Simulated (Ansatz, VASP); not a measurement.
## KF: VASP beside Ansatz

File INCAR:

```
SYSTEM = KF
ALGO = Normal ; EDIFF = 1E-7
ENCUT = 520 ; GGA = PE
ISIF = 2 ; ISMEAR = 0
LASPH = .True. ; LCHARG = .False.
LREAL = .False. ; LWAVE = .False.
NBANDS = 24 ; NELM = 60
PREC = Accurate ; SIGMA = 0.02
```

File KPOINTS:

```
k-points
0
Gamma
  6 6 4
  0 0 0
```

POSCAR

```
KF
1.0
    2.6290222823      2.6290222823      0.0000000000
   -2.6290222823      2.6290222823      0.0000000000
    0.0000000000      0.0000000000      5.5068103463
K F
2 2
Direct
    0.0000000000      0.0000000000      0.0000000000
    0.5000000000      0.5000000000      0.5000000000
    0.5000000000      0.5000000000      0.0000000000
    0.0000000000      0.0000000000      0.5000000000
```

Input for Ansatz:

```yaml
crystal:
  lattice:
    - [2.6290222823, 2.6290222823, 0.0]
    - [-2.6290222823, 2.6290222823, 0.0]
    - [0.0, 0.0, 5.5068103463]
  atoms:
    - { symbol: K, position: [0.0, 0.0, 0.0] }
    - { symbol: K, position: [0.5, 0.5, 0.5] }
    - { symbol: F, position: [0.5, 0.5, 0.0] }
    - { symbol: F, position: [0.0, 0.0, 0.5] }
basis:
  ecutwfc: 420
kpoints:
  mp_grid: { grid: [6, 6, 4] }
  band_path: { path: [VBM, CBM], npoints: 2 }
hamiltonian:
  xc: pbe
scf:
  occupations: { method: gaussian, width: 0.02 }
output:
  forces: true
  stress: true
  eigenvalues: true
checkpoint:
  read: start.run
  write: ck
  compress: false
  write_wavefunctions: false
  write_every: 100000
```

Alike in both runs: task single point; functional PBE; k mesh 6 × 6 × 4; occupations gaussian, width 0.02 eV; no spin polarisation.

|  | VASP | Ansatz |
| --- | --- | --- |
| version | VASP 6.6.1 | Ansatz 0.2.0 |
| potentials or method | VASP PAW PBE potentials, release 64 (K_sv, F), cutoff 520 eV | scalar-relativistic, plane waves, PAW |
| valence electrons in the cell | 32 | 32 |

```csv
,VASP,Ansatz,Ansatz less VASP
gap on the k mesh at the Fermi level (eV),6.14,6.16,+0.017
least direct gap on the mesh (eV),6.14,6.16,+0.017
pressure (GPa),1.7,1.6,-0.05
"traceless stress, the component that is largest in VASP (GPa)",-1.73,-1.66,+0.070
```

With one functional, cell and mesh, what is left measures potentials, basis and numerics.
